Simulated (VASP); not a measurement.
Input of a VASP 6.6.1 run:

File INCAR:

```
PREC = Accurate ; ENCUT = 520
EDIFF = 1E-6 ; ISMEAR = -1
SIGMA = 0.08 ; LREAL = F
LASPH = T ; NELM = 80
ALGO = Normal ; ISIF = 2
LWAVE = F ; LCHARG = F
GGA = PE ; NBANDS = 20
```

The input KPOINTS:

```
Automatic mesh
0
Gamma
  12 12 12
```

Contents of POSCAR:

```
In
1.0
    0.0000000000      2.9205112952      2.9205112952
    2.9205112952      0.0000000000      2.9205112952
    2.9205112952      2.9205112952      0.0000000000
In
2
Direct
   -0.1250000000     -0.1250000000     -0.1250000000
    0.1250000000      0.1250000000      0.1250000000
```

Potentials or basis: VASP PAW PBE potentials, release 64 (In_d).

The run is started by

```console
$ cat potpaw_PBE.64/In_d/POTCAR > POTCAR
$ mpirun -np 1 vasp_std > vasp.out
```

**Question.** What does it give for the pressure?

**Answer.** 28.1 GPa.

**Question.** Estimate the band gap on the k mesh.

**Answer.** Zero (band 13 reaches 11.32 eV, above the bottom of band 14 at 5.63 eV).

Caveat: spin-orbit coupling is left out, which moves the levels of the heavy elements.
